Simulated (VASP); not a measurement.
# Zn (C2/m) in VASP: further runs

Zn is run at these levels: PBE, BLYP, PBEsol; tasks: single point.

All numbers are computed with VASP 6.6.1; they aren't measurements. Logs are shortened: lines on timing, memory, paths and dates and some standing lists are left out, and cuts for length are marked.

## 1. The cell of the first run

The structure is monoclinic, space group C2/m (No. 12). The conventional cell has a = 4.536 Å, b = 2.617 Å, c = 7.472 Å, α = 90.00°, β = 102.30°, γ = 90.00°. Within 3.5 Å of Zn (site symmetry 2/m) lie 12 Zn at 2.62 to 2.89 Å. Within 3.5 Å of Zn (site symmetry m) lie 12 Zn at 2.62 to 2.89 Å.

## 2. Single point, PBE

File INCAR:

```
ALGO     = Normal         # electronic algorithm
EDIFF    = 1E-6           # SCF threshold, eV
ENCUT    = 500            # plane-wave cutoff, eV
GGA      = PE             # functional
GGA_COMPAT= F            
ISIF     = 2              # what is computed and relaxed
ISMEAR   = 0              # smearing method
LASPH    = T              # aspherical terms in the spheres
LCHARG   = T              # write CHGCAR
LELF     = T              # ELF
LREAL    = F              # projectors in reciprocal space
LVHAR    = T            
LWAVE    = F              # write WAVECAR
NBANDS   = 25             # bands
NELECT   = 36.1         
NELM     = 120            # most SCF steps
PREC     = Accurate       # precision mode
SIGMA    = 0.1            # smearing width, eV
```

File KPOINTS:

```
k-points
0
Gamma
  6 6 2
```

File POSCAR:

```
Zn
1.0
    2.2681701736     -1.3084870100      0.0000000000
    2.2681701736      1.3084870100      0.0000000000
   -1.5917165425      0.0000000000      7.3004081919
Zn
3
Direct
    0.0000000000      0.0000000000      0.0000000000
    0.2219821400      0.2219821400      0.6654950200
    0.7780178600      0.7780178600      0.3345049800
```

Potentials or basis: VASP PAW PBE potentials, release 64 (Zn).

Run with:

```sh
$ cat potpaw_PBE.64/Zn/POTCAR > POTCAR
$ mpirun -np 1 vasp_std > vasp.out
```

OUTCAR:

```text
EDIFF = 1E-6
   ENCUT = 500
   GGA = PE
   ISIF = 2
   ISMEAR = 0
   LASPH = T
   LREAL = F
   NELECT = 36.1
   NELM = 120
   PREC = Accurate

 ion  position               nearest neighbor table
   1  0.000  0.000  0.000-   3 2.86   3 2.86   2 2.86   2 2.86   2 2.89   3 2.89
   2  0.222  0.222  0.665-   3 2.84   3 2.86   3 2.86   1 2.86   1 2.86   1 2.89
   3  0.778  0.778  0.335-   2 2.84   2 2.86   2 2.86   1 2.86   1 2.86   1 2.89

  LATTYP: Found a base centered monoclinic cell.
 ALAT       =     4.5363403472
 B/A-ratio  =     0.5768910222
 C/A-ratio  =     1.6471240986
 COS(beta)  =    -0.2130265715

  Lattice vectors:

 A1 = (   2.2681701736,  -1.3084870100,   0.0000000000)
 A2 = (   2.2681701736,   1.3084870100,   0.0000000000)
 A3 = (  -1.5917165425,   0.0000000000,   7.3004081919)

Analysis of symmetry for initial positions (statically):
=====================================================================
 Subroutine PRICEL returns:
 Original cell was already a primitive cell.

 Routine SETGRP: Setting up the symmetry group for a
 base centered monoclinic supercell.

 Subroutine GETGRP returns: Found  4 space group operations
 (whereof  4 operations were pure point group operations)
 out of a pool of  4 trial point group operations.

The static configuration has the point symmetry C_2h.

Analysis of symmetry for dynamics (positions and initial velocities):
=====================================================================
 Subroutine PRICEL returns:
 Original cell was already a primitive cell.

 Routine SETGRP: Setting up the symmetry group for a
 base centered monoclinic supercell.

 Subroutine GETGRP returns: Found  4 space group operations
 (whereof  4 operations were pure point group operations)
 out of a pool of  4 trial point group operations.

The dynamic configuration has the point symmetry C_2h.

 Subroutine INISYM returns: Found  4 space group operations
 (whereof  4 operations are pure point group operations),
 and found     1 'primitive' translations

----------------------------------------------------------------------------------------

                                     Primitive cell

  volume of cell :      43.3333

  direct lattice vectors                    reciprocal lattice vectors
     2.268170174 -1.308487010  0.000000000     0.220442013 -0.382120721  0.048063230
[... 79 lines left out ...]
   PREC   = accura    normal or accurate (medium, high low for compatibility)
   ISTART =      0    job   : 0-new  1-cont  2-samecut
   ICHARG =      2    charge: 1-file 2-atom 10-const
   ISPIN  =      1    spin polarized calculation?
   LNONCOLLINEAR =      F non collinear calculations
   LSORBIT =      F    spin-orbit coupling
   LASPH  =      T    aspherical Exc in radial PAW
   ENCUT  =  500.0 eV  36.75 Ry    6.06 a.u.   4.77  4.77 13.62*2*pi/ulx,y,z
   NELM   =    120;   NELMIN=  2; NELMDL= -5     # of ELM steps
   EDIFF  = 0.1E-05   stopping-criterion for ELM
   LREAL  =      F    real-space projection
   EDIFFG = 0.1E-04   stopping-criterion for IOM
   NSW    =      0    number of steps for IOM
   IBRION =     -1    ionic relax: 0-MD 1-quasi-New 2-CG
   NFREE  =      0    steps in history (QN), initial steepest desc. (CG)
   ISIF   =      2    stress and relaxation
   ISYM   =      2    0-nonsym 1-usesym 2-fastsym
   POTIM  = 0.5000    time-step for ionic-motion
   TEBEG  =    0.0;   TEEND  =   0.0 temperature during run
   PSTRESS=    0.0 pullay stress
   NELECT =      36.1000    total number of electrons
   NUPDOWN=      -1.0000    fix difference up-down
   EMIN   =  10.00;   EMAX   =-10.00  energy-range for DOS
   EFERMI =   0.00;   METHOD = LEGACY
   ISMEAR =     0;   SIGMA  =   0.10  broadening in eV -4-tet -1-fermi 0-gaus
   EFERMI_NEDOS =   21; number of points for ismear=-14 and -15
   IALGO  =     38    algorithm
   IMIX   =      4    mixing-type and parameters
     AMIX     =   0.40;   BMIX     =  1.00
     AMIX_MAG =   1.60;   BMIX_MAG =  1.00
  volume/ion in A,a.u.               =      14.44        97.48
  Fermi-wavevector in a.u.,A,eV,Ry     =   1.540411  2.910954 32.284786  2.372865
  Thomas-Fermi vector in A             =   2.646502
   LORBIT       =      0    0 simple, 1 ext, 2 COOP (PROOUT), +10 PAW based schemes
   GGA     = PE    functional components
   LHFCALC =     F    Hartree Fock is set to
   AEXX    =    0.0000 exact exchange contribution
   IVDW    =     0    specifies the selected vdW correction
   LEPSILON=     F    determine dielectric tensor
   LRPA    =     F    only Hartree local field effects (RPA)
 non-spin polarized calculation
 Gauss-broadening in eV      SIGMA  =   0.10
  energy-cutoff  :      500.00
  volume of cell :       43.33
 maximum number of plane-waves:      1114
   NGX =  9   NGY =  9   NGZ = 27

 number of electron      36.0999995 magnetization

 Free energy of the ion-electron system (eV)
  ---------------------------------------------------
  ext. energy  EPLUGINS =         0.00000000
  ---------------------------------------------------
  free energy    TOTEN  =        -2.84248870 eV

  energy without entropy =       -2.83967145  energy(sigma->0) =       -2.84108007

 E-fermi :   3.8207     XC(G=0): -11.8539

 val. band max:        3.8097077985   @ k =  -0.3333   0.3333   0.0000
 cond. band min:       3.8707881930   @ k =  -0.3333   0.3333   0.0000
 fundamental gap:      0.0610803945
 Fermi energy:         3.8206782230

 k-point     1 :       0.0000    0.0000    0.0000
  band No.  band energies     occupation
      1      -7.3598      2.00000
      2      -5.5473      2.00000
      3      -5.5345      2.00000
      4      -4.5900      2.00000
      5      -4.3346      2.00000
      6      -4.3289      2.00000
[... 661 lines left out ...]
     24      10.2567      0.00000
     25      12.9418      0.00000

 [... further k-points ...]
[... 5 lines left out ...]
  --------------------------------------------------------------------------------------
  -------------------------------------------------------------------------------------
  Total        2.5680148      2.0640600      1.6828341      0.0000000      0.0000000     -0.0651943
  in kB       94.9480211     76.3151397     62.2199566      0.0000000      0.0000000     -2.4104499
  external PRESSURE =      77.8277058 kB  Pullay stress =       0.0000000 kB

 VOLUME and BASIS-vectors are now :
 -----------------------------------------------------------------------------
  energy-cutoff  :      500.00
  volume of cell :       43.33
      direct lattice vectors                 reciprocal lattice vectors
     2.268170174 -1.308487010  0.000000000     0.220442013 -0.382120721  0.048063230
     2.268170174  1.308487010  0.000000000     0.220442013  0.382120721  0.048063230
    -1.591716542  0.000000000  7.300408192     0.000000000  0.000000000  0.136978642

 POSITION                                       TOTAL-FORCE (eV/Angst)
 -----------------------------------------------------------------------------------
      0.00000      0.00000      0.00000         0.000000      0.000000      0.000000
     -0.05229      0.00000      4.85839        -0.017222      0.000000      0.016111
      2.99692      0.00000      2.44202         0.017222      0.000000     -0.016111
 -----------------------------------------------------------------------------------
    total drift:                                0.000000     -0.000000      0.000000

  FREE ENERGIE OF THE ION-ELECTRON SYSTEM (eV)
  ---------------------------------------------------
  free  energy   TOTEN  =        -2.8424886967 eV

  energy  without entropy=       -2.8396714525  energy(sigma->0) =       -2.84108007
```

OSZICAR:

```text
N       E                     dE             d eps       ncg     rms          rms(c)
DAV:   1     0.195927753867E+03    0.19593E+03   -0.17949E+04  1332   0.228E+03
DAV:   2     0.715344909215E+01   -0.18877E+03   -0.18275E+03  1300   0.358E+02
DAV:   3    -0.307906290130E+01   -0.10233E+02   -0.10167E+02  1463   0.955E+01
DAV:   4    -0.316840869120E+01   -0.89346E-01   -0.89305E-01  1496   0.942E+00
DAV:   5    -0.316854252415E+01   -0.13383E-03   -0.13383E-03  1467   0.314E-01    0.564E+00
DAV:   6    -0.286811772307E+01    0.30042E+00   -0.13387E+00  1510   0.214E+01    0.407E+00
DAV:   7    -0.285065696989E+01    0.17461E-01   -0.43064E-02  1522   0.303E+00    0.204E+00
DAV:   8    -0.284248041163E+01    0.81766E-02   -0.28898E-03  1872   0.128E+00    0.661E-02
DAV:   9    -0.284247533848E+01    0.50732E-05   -0.51052E-04  1604   0.617E-01    0.356E-02
DAV:  10    -0.284249033998E+01   -0.15001E-04   -0.10047E-04  1581   0.132E-01    0.143E-02
DAV:  11    -0.284248882405E+01    0.15159E-05   -0.19557E-05  1458   0.125E-01    0.363E-03
DAV:  12    -0.284248869669E+01    0.12737E-06   -0.20994E-06  1011   0.260E-02
   1 F= -.28424887E+01 E0= -.28410801E+01  d E =-.281724E-02
```

stdout:

```text
POSCAR found type information on POSCAR Zn
 POSCAR found :  1 types and       3 ions
 scaLAPACK will be used
 LDA part: xc-table for (Slater+PW92), standard interpolation
 POSCAR, INCAR and KPOINTS ok, starting setup
 FFT: planning ... GRIDC
 FFT: planning ... GRID_SOFT
 FFT: planning ... GRID
 WAVECAR not read
 entering main loop
 the old and the new charge density differ
 old charge density:    36.00000 new   36.10000
    0.564E+00
```

Wall time 58 s (1 thread of Intel Xeon 8259CL, shared host); peak memory 0.16 GiB.

What came out:

| Quantity | Value |
| --- | --- |
| Free energy | -2.8425 eV |
| Largest force | 0.024 eV/Å |

Forces in eV/Å, atoms in the order of the input:
```
Zn   0.000  0.000  0.000
Zn  -0.017  0.000  0.016
Zn   0.017  0.000 -0.016
```

Caveat: the k points lie up to 0.46 Å⁻¹ apart; the cell carries a net charge on a neutralising background, which shifts energy and pressure; the cell is charged against a uniform background, so pressure and absolute levels hang on convention.

## 3. Single point, BLYP

File INCAR:

```
AGGAC = 1.0 ; AGGAX = 1.0
ALDAC = 0.0 ; ALDAX = 1.0
ALGO = Normal ; EDIFF = 1E-6
ENCUT = 500 ; GGA = B5
GGA_COMPAT = False ; ISIF = 2
ISMEAR = 1 ; LASPH = True
LCHARG = False ; LREAL = False
LWAVE = False ; NBANDS = 25
NELM = 120 ; PREC = Accurate
SIGMA = 0.045
```

KPOINTS is that of step 2.

POSCAR is that of step 2.

Potentials or basis: VASP PAW PBE potentials, release 64 (Zn).

Run with:

```sh
$ cat potpaw_PBE.64/Zn/POTCAR > POTCAR
$ mpirun -np 1 vasp_std > vasp.out
```

OUTCAR:

```text
EDIFF = 1E-6
   ENCUT = 500
   GGA = B5
   ISIF = 2
   ISMEAR = 1
   LASPH = True
   LREAL = False
   NELM = 120
   PREC = Accurate

 ion  position               nearest neighbor table
   1  0.000  0.000  0.000-   3 2.86   3 2.86   2 2.86   2 2.86   2 2.89   3 2.89
   2  0.222  0.222  0.665-   3 2.84   3 2.86   3 2.86   1 2.86   1 2.86   1 2.89
   3  0.778  0.778  0.335-   2 2.84   2 2.86   2 2.86   1 2.86   1 2.86   1 2.89

  LATTYP: Found a base centered monoclinic cell.
 ALAT       =     4.5363403472
 B/A-ratio  =     0.5768910222
 C/A-ratio  =     1.6471240986
 COS(beta)  =    -0.2130265715

  Lattice vectors:

 A1 = (   2.2681701736,  -1.3084870100,   0.0000000000)
 A2 = (   2.2681701736,   1.3084870100,   0.0000000000)
 A3 = (  -1.5917165425,   0.0000000000,   7.3004081919)

Analysis of symmetry for initial positions (statically):
=====================================================================
 Subroutine PRICEL returns:
 Original cell was already a primitive cell.

 Routine SETGRP: Setting up the symmetry group for a
 base centered monoclinic supercell.

 Subroutine GETGRP returns: Found  4 space group operations
 (whereof  4 operations were pure point group operations)
 out of a pool of  4 trial point group operations.

The static configuration has the point symmetry C_2h.

Analysis of symmetry for dynamics (positions and initial velocities):
=====================================================================
 Subroutine PRICEL returns:
 Original cell was already a primitive cell.

 Routine SETGRP: Setting up the symmetry group for a
 base centered monoclinic supercell.

 Subroutine GETGRP returns: Found  4 space group operations
 (whereof  4 operations were pure point group operations)
 out of a pool of  4 trial point group operations.

[... 110 lines left out ...]
   POTIM  = 0.5000    time-step for ionic-motion
   TEBEG  =    0.0;   TEEND  =   0.0 temperature during run
   PSTRESS=    0.0 pullay stress
   NELECT =      36.0000    total number of electrons
   NUPDOWN=      -1.0000    fix difference up-down
   EMIN   =  10.00;   EMAX   =-10.00  energy-range for DOS
   EFERMI =   0.00;   METHOD = LEGACY
   ISMEAR =     1;   SIGMA  =   0.04  broadening in eV -4-tet -1-fermi 0-gaus
   EFERMI_NEDOS =   21; number of points for ismear=-14 and -15
   IALGO  =     38    algorithm
   IMIX   =      4    mixing-type and parameters
     AMIX     =   0.40;   BMIX     =  1.00
     AMIX_MAG =   1.60;   BMIX_MAG =  1.00
  volume/ion in A,a.u.               =      14.44        97.48
  Fermi-wavevector in a.u.,A,eV,Ry     =   1.538987  2.908264 32.225138  2.368481
  Thomas-Fermi vector in A             =   2.645278
   LORBIT       =      0    0 simple, 1 ext, 2 COOP (PROOUT), +10 PAW based schemes
   GGA     = B5    functional components
   LHFCALC =     F    Hartree Fock is set to
   AEXX    =    0.0000 exact exchange contribution
   IVDW    =     0    specifies the selected vdW correction
   LEPSILON=     F    determine dielectric tensor
   LRPA    =     F    only Hartree local field effects (RPA)
 non-spin polarized calculation
 Methfessel and Paxton  Order N= 1 SIGMA  =   0.04
  energy-cutoff  :      500.00
  volume of cell :       43.33
 maximum number of plane-waves:      1114
   NGX =  9   NGY =  9   NGZ = 27

 number of electron      35.9999995 magnetization

 Free energy of the ion-electron system (eV)
  ---------------------------------------------------
  ext. energy  EPLUGINS =         0.00000000
  ---------------------------------------------------
  free energy    TOTEN  =        -0.81860278 eV

  energy without entropy =       -0.81842600  energy(sigma->0) =       -0.81854385

 E-fermi :   4.1461     XC(G=0): -11.2675

 val. band max:        4.1198038773   @ k =   0.5000   0.3333   0.0000
 cond. band min:       4.1671802145   @ k =  -0.3333   0.3333   0.5000
 fundamental gap:      0.0473763372
 Fermi energy:         4.1460932832

 k-point     1 :       0.0000    0.0000    0.0000
  band No.  band energies     occupation
      1      -6.8082      2.00000
      2      -5.1512      2.00000
      3      -5.1340      2.00000
      4      -4.2812      2.00000
      5      -4.0317      2.00000
      6      -4.0269      2.00000
[... 661 lines left out ...]
     24      10.7698      0.00000
     25      13.4058      0.00000

 [... further k-points ...]
[... 5 lines left out ...]
  --------------------------------------------------------------------------------------
  -------------------------------------------------------------------------------------
  Total        2.6781556      2.9457505      3.6727155      0.0000000      0.0000000     -0.1764355
  in kB       99.0202892    108.9141606    135.7924670      0.0000000      0.0000000     -6.5234062
  external PRESSURE =     114.5756389 kB  Pullay stress =       0.0000000 kB

 VOLUME and BASIS-vectors are now :
 -----------------------------------------------------------------------------
  energy-cutoff  :      500.00
  volume of cell :       43.33
      direct lattice vectors                 reciprocal lattice vectors
     2.268170174 -1.308487010  0.000000000     0.220442013 -0.382120721  0.048063230
     2.268170174  1.308487010  0.000000000     0.220442013  0.382120721  0.048063230
    -1.591716542  0.000000000  7.300408192     0.000000000  0.000000000  0.136978642

 POSITION                                       TOTAL-FORCE (eV/Angst)
 -----------------------------------------------------------------------------------
      0.00000      0.00000      0.00000         0.000000      0.000000      0.000000
     -0.05229      0.00000      4.85839        -0.009357      0.000000      0.018891
      2.99692      0.00000      2.44202         0.009357      0.000000     -0.018891
 -----------------------------------------------------------------------------------
    total drift:                                0.000000     -0.000000      0.000000

  FREE ENERGIE OF THE ION-ELECTRON SYSTEM (eV)
  ---------------------------------------------------
  free  energy   TOTEN  =        -0.8186027811 eV

  energy  without entropy=       -0.8184260017  energy(sigma->0) =       -0.81854385
```

OSZICAR:

```text
N       E                     dE             d eps       ncg     rms          rms(c)
DAV:   1     0.201132560519E+03    0.20113E+03   -0.17913E+04  1324   0.228E+03
DAV:   2     0.985403764651E+01   -0.19128E+03   -0.18452E+03  1300   0.360E+02
DAV:   3    -0.108033429600E+01   -0.10934E+02   -0.10861E+02  1464   0.981E+01
DAV:   4    -0.118009115808E+01   -0.99757E-01   -0.99706E-01  1525   0.993E+00
DAV:   5    -0.118024658019E+01   -0.15542E-03   -0.15542E-03  1454   0.342E-01    0.522E+00
DAV:   6    -0.842767862738E+00    0.33748E+00   -0.15127E+00  1517   0.224E+01    0.363E+00
DAV:   7    -0.825768658965E+00    0.16999E-01   -0.52933E-02  1560   0.340E+00    0.189E+00
DAV:   8    -0.818476558471E+00    0.72921E-02   -0.47781E-03  1651   0.118E+00    0.783E-02
DAV:   9    -0.818538323902E+00   -0.61765E-04   -0.61341E-04  1572   0.604E-01    0.403E-02
DAV:  10    -0.818604093613E+00   -0.65770E-04   -0.18641E-04  1476   0.158E-01    0.183E-02
DAV:  11    -0.818602794585E+00    0.12990E-05   -0.35247E-05  1436   0.124E-01    0.442E-03
DAV:  12    -0.818602781063E+00    0.13522E-07   -0.28965E-06  1350   0.300E-02
   1 F= -.81860278E+00 E0= -.81854385E+00  d E =-.176779E-03
```

It used 60 s of CPU time on 1 thread of Intel Xeon 8259CL, with other jobs on the host.

What came out:

```yaml
Free_energy: -0.8186 eV
Pressure: 11.5 GPa
Largest_force: 0.021 eV/Å
Band_gap_on_the_k_mesh: zero (band 18 reaches 4.64 eV, above the bottom of band 19 at 0.82 eV)
```

Forces in eV/Å, atoms in the order of the input:
```
Zn   0.000  0.000  0.000
Zn  -0.009  0.000  0.019
Zn   0.009  0.000 -0.019
```

Levels at points of the mesh, in eV from the Fermi level:
```tsv
k point	band 15	band 16	band 17	band 18	band 19	band 20	band 21	band 22
(0.00, 0.00, 0.00)	-7.57	-7.56	-7.22	-7.19	1.50	1.55	13.76	17.76
(0.50, 0.00, 0.00)	-7.30	-3.02	-2.41	-1.80	0.34	0.98	1.84	6.48
(0.50, 0.50, 0.00)	-7.30	-2.72	-2.51	-2.13	-0.52	1.92	3.38	4.36
(0.00, 0.00, 0.50)	-7.66	-7.53	-7.52	-3.90	-3.33	7.84	7.93	17.82
(0.50, 0.00, 0.50)	-7.30	-2.75	-2.48	-2.12	-0.38	1.74	3.20	4.61
(0.50, 0.50, 0.50)	-7.30	-3.05	-2.44	-1.71	0.48	0.79	1.64	6.75
```

Caveat: the k points lie up to 0.46 Å⁻¹ apart; the PAW data sets were made with another functional, which shifts forces and pressure a little.

(Part 1 of 2 ends here.)
